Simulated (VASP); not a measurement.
A run of VASP 6.6.1 is set up as follows.

The input POSCAR:

```
Na
1.0
   -2.1133789813      2.1133789813      2.1133789813
    2.1133789813     -2.1133789813      2.1133789813
    2.1133789813      2.1133789813     -2.1133789813
Na
1
Direct
    0.0000000000      0.0000000000      0.0000000000
```

Contents of INCAR.step1:

```
ALGO = Normal
EDIFF = 1E-4
ENCUT = 520
GGA = PE
ISMEAR = -1
LASPH = T
LCHARG = F
LREAL = F
LWAVE = T
NBANDS = 10
NELM = 100
PREC = Accurate
SIGMA = 0.02
```

INCAR.step2

```
ALGO = Normal
EDIFF = 1E-7
ENCUT = 520
ISIF = 2
ISMEAR = -1
ISTART = 1
LASPH = T
LCHARG = F
LMIXTAU = T
LREAL = F
LWAVE = F
METAGGA = R2SCAN
NBANDS = 10
NELM = 100
PREC = Accurate
SIGMA = 0.02
```

File KPOINTS:

```
k-points
0
Gamma
  8 8 8
```

Potentials or basis: VASP PAW PBE potentials, release 64 (Na_pv).

Run with:

```bash
$ cat potpaw_PBE.64/Na_pv/POTCAR > POTCAR
$ cp INCAR.step1 INCAR
$ mpirun -np 1 vasp_std > vasp.out
$ cp INCAR.step2 INCAR
$ mpirun -np 1 vasp_std > vasp.out
```

**Question.** Estimate the pressure.

**Answer.** 0.1 GPa.

Caveat: the PAW data sets were made with another functional, which shifts forces and pressure a little.
